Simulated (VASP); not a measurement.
# TaWC2 (R-3m) in VASP: settings compared

Aim: see how the results for TaWC2 move with the level of theory and the settings. Levels: PBE, PBEsol. Tasks: single point.

Everything below comes from runs of VASP 6.6.1. Logs are shortened: lines on timing, memory, paths and dates and some standing lists are left out, and cuts for length are marked.

## 1. The cell of the first run

The structure is trigonal, space group R-3m (No. 166). Conventional cell: a = 3.144 Å, b = 3.144 Å, c = 15.611 Å, α = 90.00°, β = 90.00°, γ = 120.00°. Within 2.9 Å of W (site symmetry -3m) lie 6 C at 2.22 Å. Ta (site symmetry -3m) has 6 C at 2.24 Å within 3.0 Å. Within 2.9 Å of C (site symmetry 3m) lie 3 W at 2.22 Å and 3 Ta at 2.24 Å.

## 2. Single point, PBE

File INCAR:

```
PREC     = Accurate       # precision mode
ENCUT    = 520            # plane-wave cutoff, eV
EDIFF    = 1E-7           # SCF threshold, eV
ISMEAR   = -1             # smearing method
SIGMA    = 0.05           # smearing width, eV
LREAL    = False          # projectors in reciprocal space
LASPH    = True           # aspherical terms in the spheres
NELM     = 60             # most SCF steps
ALGO     = Normal         # electronic algorithm
ISIF     = 2              # what is computed and relaxed
LWAVE    = False          # write WAVECAR
LCHARG   = True           # write CHGCAR
GGA      = PE             # functional
LELF     = True           # ELF
LVHAR    = True         
NBANDS   = 24             # bands
```

File KPOINTS:

```
Automatic mesh
0
Gamma
  8 8 8
```

File POSCAR:

```
TaWC2
1.0
    1.5718551461      0.9075109917      5.2036520653
   -1.5718551461      0.9075109917      5.2036520653
    0.0000000000     -1.8150219835      5.2036520653
W Ta C
1 1 2
Direct
    0.0000000000      0.0000000000      0.0000000000
    0.5000000000      0.5000000000      0.5000000000
    0.2509330000      0.2509330000      0.2509330000
    0.7490670000      0.7490670000      0.7490670000
```

Potentials or basis: VASP PAW PBE potentials, release 64 (W_sv, Ta_pv, C).

Started as:

```console
$ cat potpaw_PBE.64/W_sv/POTCAR potpaw_PBE.64/Ta_pv/POTCAR potpaw_PBE.64/C/POTCAR > POTCAR
$ mpirun -np 1 vasp_std > vasp.out
```

OUTCAR:

```text
PREC = Accurate
   ENCUT = 520
   EDIFF = 1E-7
   ISMEAR = -1
   LREAL = False
   LASPH = True
   NELM = 60
   ISIF = 2
   GGA = PE

 ion  position               nearest neighbor table
   1  0.000  0.000  0.000-   4 2.22   4 2.22   3 2.22   3 2.22   4 2.22   3 2.22   2 3.17   2 3.17
                             2 3.17   2 3.17   2 3.17   2 3.17
   2  0.500  0.500  0.500-   3 2.24   3 2.24   4 2.24   4 2.24   3 2.24   4 2.24   1 3.17   1 3.17
                             1 3.17   1 3.17   1 3.17   1 3.17
   3  0.251  0.251  0.251-   1 2.22   1 2.22   1 2.22   2 2.24   2 2.24   2 2.24
   4  0.749  0.749  0.749-   1 2.22   1 2.22   1 2.22   2 2.24   2 2.24   2 2.24

  LATTYP: Found a trigonal (rhomboedric) cell.
 ALAT       =     5.5111069321
 COS(alpha) =     0.8373038175

  Lattice vectors:

 A1 = (   1.5718551461,   0.9075109917,   5.2036520653)
 A2 = (  -1.5718551461,   0.9075109917,   5.2036520653)
 A3 = (   0.0000000000,  -1.8150219835,   5.2036520653)

Analysis of symmetry for initial positions (statically):
=====================================================================
 Subroutine PRICEL returns:
 Original cell was already a primitive cell.

 Routine SETGRP: Setting up the symmetry group for a
 trigonal (rhombohedral) supercell.

 Subroutine GETGRP returns: Found 12 space group operations
 (whereof 12 operations were pure point group operations)
 out of a pool of 12 trial point group operations.

The static configuration has the point symmetry D_3d.

Analysis of symmetry for dynamics (positions and initial velocities):
=====================================================================
 Subroutine PRICEL returns:
 Original cell was already a primitive cell.

 Routine SETGRP: Setting up the symmetry group for a
 trigonal (rhombohedral) supercell.

 Subroutine GETGRP returns: Found 12 space group operations
 (whereof 12 operations were pure point group operations)
 out of a pool of 12 trial point group operations.

The dynamic configuration has the point symmetry D_3d.

 Subroutine INISYM returns: Found 12 space group operations
 (whereof 12 operations are pure point group operations),
 and found     1 'primitive' translations

----------------------------------------------------------------------------------------

                                     Primitive cell

  volume of cell :      44.5373

  direct lattice vectors                    reciprocal lattice vectors
     1.571855146  0.907510992  5.203652065     0.318095469  0.183652505  0.064057575
[... 86 lines left out ...]
   LSORBIT =      F    spin-orbit coupling
   LASPH  =      T    aspherical Exc in radial PAW
   ENCUT  =  520.0 eV  38.22 Ry    6.18 a.u.  10.25 10.25 10.25*2*pi/ulx,y,z
   NELM   =     60;   NELMIN=  2; NELMDL= -5     # of ELM steps
   EDIFF  = 0.1E-06   stopping-criterion for ELM
   LREAL  =      F    real-space projection
   EDIFFG = 0.1E-05   stopping-criterion for IOM
   NSW    =      0    number of steps for IOM
   IBRION =     -1    ionic relax: 0-MD 1-quasi-New 2-CG
   NFREE  =      0    steps in history (QN), initial steepest desc. (CG)
   ISIF   =      2    stress and relaxation
   ISYM   =      2    0-nonsym 1-usesym 2-fastsym
   POTIM  = 0.5000    time-step for ionic-motion
   TEBEG  =    0.0;   TEEND  =   0.0 temperature during run
   PSTRESS=    0.0 pullay stress
   NELECT =      33.0000    total number of electrons
   NUPDOWN=      -1.0000    fix difference up-down
   EMIN   =  10.00;   EMAX   =-10.00  energy-range for DOS
   EFERMI =   0.00;   METHOD = LEGACY
   ISMEAR =    -1;   SIGMA  =   0.05  broadening in eV -4-tet -1-fermi 0-gaus
   EFERMI_NEDOS =   21; number of points for ismear=-14 and -15
   IALGO  =     38    algorithm
   IMIX   =      4    mixing-type and parameters
     AMIX     =   0.40;   BMIX     =  1.00
     AMIX_MAG =   1.60;   BMIX_MAG =  1.00
  volume/ion in A,a.u.               =      11.13        75.14
  Fermi-wavevector in a.u.,A,eV,Ry     =   1.481397  2.799435 29.858496  2.194538
  Thomas-Fermi vector in A             =   2.595312
   LORBIT       =      0    0 simple, 1 ext, 2 COOP (PROOUT), +10 PAW based schemes
   GGA     = PE    functional components
[... 5 lines left out ...]
 non-spin polarized calculation
  energy-cutoff  :      520.00
  volume of cell :       44.54
 maximum number of plane-waves:      1213
 NGX is ok and might be reduce to    42
   NGX = 21   NGY = 21   NGZ = 21

 number of electron      33.0000001 magnetization

 Free energy of the ion-electron system (eV)
  ---------------------------------------------------
  ext. energy  EPLUGINS =         0.00000000
  ---------------------------------------------------
  free energy    TOTEN  =       -43.79635538 eV

  energy without entropy =      -43.78458587  energy(sigma->0) =      -43.79047063

 E-fermi :   9.9959     XC(G=0): -13.2893

 val. band max:        9.9831421848   @ k =   0.2500   0.1250   0.0000
 cond. band min:      10.0121313232   @ k =   0.2500   0.1250   0.1250
 fundamental gap:      0.0289891384
 Fermi energy:         9.9959020396

 k-point     1 :       0.0000    0.0000    0.0000
  band No.  band energies     occupation
      1     -65.3684      2.00000
      2     -29.6115      2.00000
      3     -29.4174      2.00000
      4     -29.4174      2.00000
      5     -25.7016      2.00000
      6     -25.3406      2.00000
[... 637 lines left out ...]
     23      14.1362      0.00000
     24      14.9356      0.00000

 [... further k-points ...]

------------------------ aborting loop because EDIFF is reached ----------------------------------------

  FORCE on cell =-STRESS in cart. coord.  units (eV):
  Direction    XX          YY          ZZ          XY          YZ          ZX
  --------------------------------------------------------------------------------------
  -------------------------------------------------------------------------------------
  Total       -1.8266784     -1.8266784     -3.2832686      0.0000000      0.0000000      0.0000000
  in kB      -65.7126161    -65.7126161   -118.1117424      0.0000000      0.0000000      0.0000000
  external PRESSURE =     -83.1789915 kB  Pullay stress =       0.0000000 kB

 VOLUME and BASIS-vectors are now :
 -----------------------------------------------------------------------------
  energy-cutoff  :      520.00
  volume of cell :       44.54
      direct lattice vectors                 reciprocal lattice vectors
     1.571855146  0.907510992  5.203652065     0.318095469  0.183652505  0.064057575
    -1.571855146  0.907510992  5.203652065    -0.318095469  0.183652505  0.064057575
     0.000000000 -1.815021984  5.203652065     0.000000000 -0.367305009  0.064057575

 POSITION                                       TOTAL-FORCE (eV/Angst)
 -----------------------------------------------------------------------------------
      0.00000      0.00000      0.00000         0.000000      0.000000     -0.000000
      0.00000     -0.00000      7.80548         0.000000      0.000000     -0.000000
      0.00000     -0.00000      3.91730         0.000000     -0.000000      0.064392
      0.00000     -0.00000     11.69365         0.000000      0.000000     -0.064392
 -----------------------------------------------------------------------------------
    total drift:                                0.000000      0.000000      0.000000

  FREE ENERGIE OF THE ION-ELECTRON SYSTEM (eV)
  ---------------------------------------------------
  free  energy   TOTEN  =       -43.7963553845 eV

  energy  without entropy=      -43.7845858700  energy(sigma->0) =      -43.79047063
```

OSZICAR:

```text
N       E                     dE             d eps       ncg     rms          rms(c)
DAV:   1     0.271311431353E+03    0.27131E+03   -0.16951E+04  3120   0.146E+03
DAV:   2    -0.369403691082E+02   -0.30825E+03   -0.29584E+03  3552   0.423E+02
DAV:   3    -0.507039053172E+02   -0.13764E+02   -0.13409E+02  3976   0.827E+01
DAV:   4    -0.509171780542E+02   -0.21327E+00   -0.21309E+00  3440   0.105E+01
DAV:   5    -0.509203455027E+02   -0.31674E-02   -0.31668E-02  3968   0.122E+00    0.370E+01
DAV:   6    -0.441658130852E+02    0.67545E+01   -0.29986E+01  3576   0.344E+01    0.113E+01
DAV:   7    -0.440414854107E+02    0.12433E+00   -0.31244E+00  3896   0.120E+01    0.833E+00
DAV:   8    -0.438307171255E+02    0.21077E+00   -0.11082E+00  3808   0.655E+00    0.452E+00
DAV:   9    -0.437975034466E+02    0.33214E-01   -0.94553E-02  3816   0.215E+00    0.553E-01
DAV:  10    -0.437964679235E+02    0.10355E-02   -0.50704E-03  3888   0.464E-01    0.197E-01
DAV:  11    -0.437963518958E+02    0.11603E-03   -0.87008E-04  3920   0.224E-01    0.660E-02
DAV:  12    -0.437963571404E+02   -0.52446E-05   -0.82972E-05  3592   0.596E-02    0.227E-02
DAV:  13    -0.437963558875E+02    0.12529E-05   -0.24348E-06  3888   0.113E-02    0.295E-03
DAV:  14    -0.437963553836E+02    0.50394E-06   -0.51591E-07  3664   0.548E-03    0.661E-04
DAV:  15    -0.437963553845E+02   -0.89176E-09   -0.28008E-08  1912   0.123E-03
   1 F= -.43796355E+02 E0= -.43790471E+02  d E =-.117695E-01
```

Wall time 5 min (1 thread of Intel Xeon 8259CL, shared host); peak memory 0.3 GiB.

Results:

```
Free energy            : -43.7964 eV
Pressure               : -8.3 GPa
Largest force          : 0.064 eV/Å
Band gap on the k mesh : zero (an odd number of electrons rules out a gap without spin polarisation)
```

Forces on the atoms (eV/Å):
```
W    0.000  0.000  0.000
Ta   0.000  0.000  0.000
C    0.000  0.000  0.064
C    0.000  0.000 -0.064
```

Caveat: the cell stands under tension; spin-orbit coupling is left out, which moves the levels of the heavy elements.

## 3. Single point, PBE

This run uses another cell than the first one, of 11.35 Å³/atom.

File INCAR:

```
  ALGO = Normal
  EDIFF = 1E-6
  ENCUT = 520
  GGA = PE
  ISIF = 2
  ISMEAR = -1
  LASPH = T
  LCHARG = F
  LREAL = F
  LWAVE = F
  NBANDS = 24
  NELM = 100
  PREC = Accurate
  SIGMA = 0.05
```

File KPOINTS:

```
k-points
0
Gamma
  8 8 8
```

File POSCAR:

```
TaWC2
1.0
    1.5718551461      0.9075109917      5.3056844588
   -1.5718551461      0.9075109917      5.3056844588
    0.0000000000     -1.8150219835      5.3056844588
W Ta C
1 1 2
Direct
    0.0000000000      0.0000000000      0.0000000000
    0.5000000000      0.5000000000      0.5000000000
    0.2509330000      0.2509330000      0.2509330000
    0.7490670000      0.7490670000      0.7490670000
```

Potentials or basis: VASP PAW PBE potentials, release 64 (W_sv, Ta_pv, C).

Started as:

```console
$ cat potpaw_PBE.64/W_sv/POTCAR potpaw_PBE.64/Ta_pv/POTCAR potpaw_PBE.64/C/POTCAR > POTCAR
$ mpirun -np 1 vasp_std > vasp.out
```

It took 3.8 min on 1 thread of Intel Xeon 8259CL, shared host; peak memory 0.3 GiB.

Results (log left out):

```
Free energy            : -43.7049 eV
Pressure               : -14.0 GPa
Largest force          : 0.066 eV/Å
Band gap on the k mesh : zero (an odd number of electrons rules out a gap without spin polarisation)
```

Forces on the atoms (eV/Å):
```
W    0.000  0.000  0.000
Ta   0.000  0.000  0.000
C    0.000  0.000  0.066
C    0.000  0.000 -0.066
```

Stress tensor (GPa, compression positive):
```
-10.11   0.00   0.00
  0.00 -10.11   0.00
  0.00   0.00 -21.70
```

Levels at points of the mesh, in eV from the Fermi level:
```csv
k point,band 15,band 16,band 17,band 18,band 19,band 20
"(0.00, 0.00, 0.00)",-1.84,-0.87,-0.61,-0.61,-0.18,-0.18
"(0.50, 0.00, 0.00)",-4.10,-1.41,-0.86,1.59,2.31,3.21
"(0.50, 0.50, 0.00)",-2.19,-1.94,1.37,1.40,1.71,2.32
"(0.50, 0.50, 0.50)",-3.94,-0.78,-0.78,0.27,0.35,0.35
```

Caveat: the cell stands under tension; spin-orbit coupling is left out, which moves the levels of the heavy elements.

## 4. Single point, PBEsol

This run uses another cell than the first one, of 10.92 Å³/atom.

File INCAR:

```
PREC = Accurate
ENCUT = 520
EDIFF = 1E-7
ISMEAR = -1
SIGMA = 0.03
LREAL = False
LASPH = True
NELM = 60
ALGO = Normal
ISIF = 2
LWAVE = False
LCHARG = False
GGA = PS
NBANDS = 24
```

File KPOINTS:

```
regular mesh
0
Gamma
  6 6 6
```

File POSCAR:

```
TaWC2
1.0
    1.5718551461      0.9075109917      5.1016196719
   -1.5718551461      0.9075109917      5.1016196719
    0.0000000000     -1.8150219835      5.1016196719
W Ta C
1 1 2
Direct
    0.0000000000      0.0000000000      0.0000000000
    0.5000000000      0.5000000000      0.5000000000
    0.2509330000      0.2509330000      0.2509330000
    0.7490670000      0.7490670000      0.7490670000
```

Started as:

```console
$ cat potpaw_PBE.64/W_sv/POTCAR potpaw_PBE.64/Ta_pv/POTCAR potpaw_PBE.64/C/POTCAR > POTCAR
$ mpirun -np 1 vasp_std > vasp.out
```

Wall time 99 s (1 thread of Intel Xeon 8259CL, shared host); peak memory 0.26 GiB.

The run converged. Its results:

```yaml
Free_energy: -46.5049 eV
Pressure: -9.9 GPa
Largest_force: 0.168 eV/Å
Band_gap_on_the_k_mesh: zero (an odd number of electrons rules out a gap without spin polarisation)
```

Forces on the atoms (eV/Å):
```
W    0.000  0.000  0.000
Ta   0.000  0.000  0.000
C    0.000  0.000  0.168
C    0.000  0.000 -0.168
```

Stress tensor (GPa, compression positive):
```
-10.62   0.00   0.00
  0.00 -10.62   0.00
  0.00   0.00  -8.42
```

Levels at points of the mesh, in eV from the Fermi level:
| k point | band 14 | band 15 | band 16 | band 17 | band 18 | band 19 |
| --- | --- | --- | --- | --- | --- | --- |
| (0.00, 0.00, 0.00) | -2.25 | -2.11 | -0.82 | -0.82 | -0.77 | -0.31 |
| (0.50, 0.00, 0.00) | -4.87 | -4.49 | -1.33 | -0.80 | 1.38 | 2.08 |
| (0.50, 0.50, 0.00) | -5.17 | -2.22 | -2.15 | 1.13 | 1.58 | 1.72 |
| (0.50, 0.50, 0.50) | -4.41 | -4.41 | -1.02 | -1.02 | 0.11 | 0.11 |

Caveat: the k points lie up to 0.39 Å⁻¹ apart, too coarse for converged energies and pressures of a metal; the PAW data sets were made with another functional, which shifts forces and pressure a little; spin-orbit coupling is left out, which moves the levels of the heavy elements.

## 5. Overview

```tsv
level	cell	k mesh	smearing	gap on the mesh (eV)	pressure (GPa)	largest force (eV/Å)
PBE	a = 5.511 Å, angles 33.1°, 4 atoms	8 × 8 × 8	fermi-dirac 0.05 eV	none	-8.3	0.06
PBE	a = 5.608 Å, angles 32.6°, 4 atoms	8 × 8 × 8	fermi-dirac 0.05 eV	none	-14.0	0.07
PBEsol	a = 5.415 Å, angles 33.8°, 4 atoms	6 × 6 × 6	fermi-dirac 0.03 eV	none	-9.9	0.17
```

Alike in all rows: task single point; potentials or basis VASP PAW PBE potentials, release 64 (W_sv, Ta_pv, C); no spin polarisation; cutoff (eV) 520.

Caveats: some runs use coarse meshes; spin-orbit coupling is left out, which moves the levels of the heavy elements; the cell stands under tension (at least some runs); the PAW data sets were made with another functional, which shifts forces and pressure a little (at least some runs).

Total energies depend on the potentials used, so only differences within one code and one set of settings carry meaning.
